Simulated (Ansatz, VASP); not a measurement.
## One calculation of BN, two programs

Contents of INCAR:

```
  ALGO = Normal
  EDIFF = 1E-7
  EDIFFG = -0.01
  ENCUT = 600
  GGA = PE
  IBRION = 2
  ISIF = 3
  ISMEAR = 0
  LASPH = T
  LCHARG = F
  LREAL = F
  LWAVE = F
  NELM = 60
  NSW = 100
  PREC = Accurate
  SIGMA = 0.02
```

KPOINTS

```
k-points
0
Gamma
  12 10 8
```

POSCAR

```
BN
1.0
    2.5431291051      0.0000000000      0.0000000000
   -0.9088354227      3.4739953892      0.0000000000
   -0.5853890571     -1.7662882164      3.4050074261
B N
2 2
Direct
    0.2283028556      0.5325140908      0.5771804308
    0.0280983487      0.2863562849      0.0699559320
    0.8402462380      0.7695069045      0.8116502115
    0.5415378577      0.4116227199      0.9030281257
```

Input for Ansatz:

```yaml
crystal:
  lattice:
    - [2.5431291051, 0.0, 0.0]
    - [-0.9088354227, 3.4739953892, 0.0]
    - [-0.5853890571, -1.7662882164, 3.4050074261]
  atoms:
    - { symbol: B, position: [0.2283028556, 0.5325140908, 0.5771804308] }
    - { symbol: B, position: [0.0280983487, 0.2863562849, 0.069955932] }
    - { symbol: "N", position: [0.840246238, 0.7695069045, 0.8116502115] }
    - { symbol: "N", position: [0.5415378577, 0.4116227199, 0.9030281257] }
basis:
  ecutwfc: 420
kpoints:
  mp_grid: { grid: [12, 10, 8] }
hamiltonian:
  xc: pbe
scf:
  occupations: { method: gaussian, width: 0.02 }
output:
  forces: true
  stress: true
  eigenvalues: true
relax:
  adjacent_minimum: "off"
  f_tol: 0.01
  max_steps: 80
  cell: { stress_tol: 0.05 }
```

Alike in both runs: task relaxation of cell and atoms; functional PBE; k mesh 12 × 10 × 8; occupations gaussian, width 0.02 eV; no spin polarisation.

|  | VASP | Ansatz |
| --- | --- | --- |
| version | VASP 6.6.1 | Ansatz 0.2.0 |
| potentials or method | VASP PAW PBE potentials, release 64 (B, N), cutoff 600 eV | scalar-relativistic, plane waves, PAW |
| valence electrons in the cell | 16 | 16 |

```csv
,VASP,Ansatz,Ansatz less VASP
"gap on the k mesh at the Fermi level, each at its own relaxed structure (eV)",1.58,1.61,+0.033
relaxed volume (Å³/atom),7.52,7.52,+0.005
relaxed length of the cell vector where the two differ most in proportion (Å),3.880,3.881,+0.0012
```
